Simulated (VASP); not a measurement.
A run of VASP 6.6.1 is set up as follows.

The input INCAR:

```
ALGO = Normal
EDIFF = 1E-7
ENCUT = 520
GGA = PS
ISIF = 2
ISMEAR = 0
LASPH = True
LCHARG = False
LREAL = False
LWAVE = False
NBANDS = 26
NELM = 80
PREC = Accurate
SIGMA = 0.15
```

Contents of KPOINTS:

```
k-points
0
Gamma
  10 10 10
```

The input POSCAR:

```
Si
1.0
   -3.2997823765      3.2997823765      3.2997823765
    3.2997823765     -3.2997823765      3.2997823765
    3.2997823765      3.2997823765     -3.2997823765
Si
8
Direct
    0.2047947401      0.2047947401      0.2047947401
    0.5000000000      0.0000000000      0.2952052599
    0.2952052599      0.5000000000      0.0000000000
    0.0000000000      0.2952052599      0.5000000000
    0.7952052599      0.7952052599      0.7952052599
    0.5000000000      0.0000000000      0.7047947401
    0.7047947401      0.5000000000      0.0000000000
    0.0000000000      0.7047947401      0.5000000000
```

Potentials or basis: VASP PAW PBE potentials, release 64 (Si).

Launch:

```sh
$ cat potpaw_PBE.64/Si/POTCAR > POTCAR
$ mpirun -np 1 vasp_std > vasp.out
```

**Question.** Predict the band gap on the k mesh.

**Answer.** Zero (bands 16 and 17 overlap by 0.28 eV).

**Question.** What does it give for the pressure?

**Answer.** 0.2 GPa.

Caveat: semilocal functionals underestimate gaps, so a narrow gap can read as zero; the PAW data sets were made with another functional, which shifts forces and pressure a little.
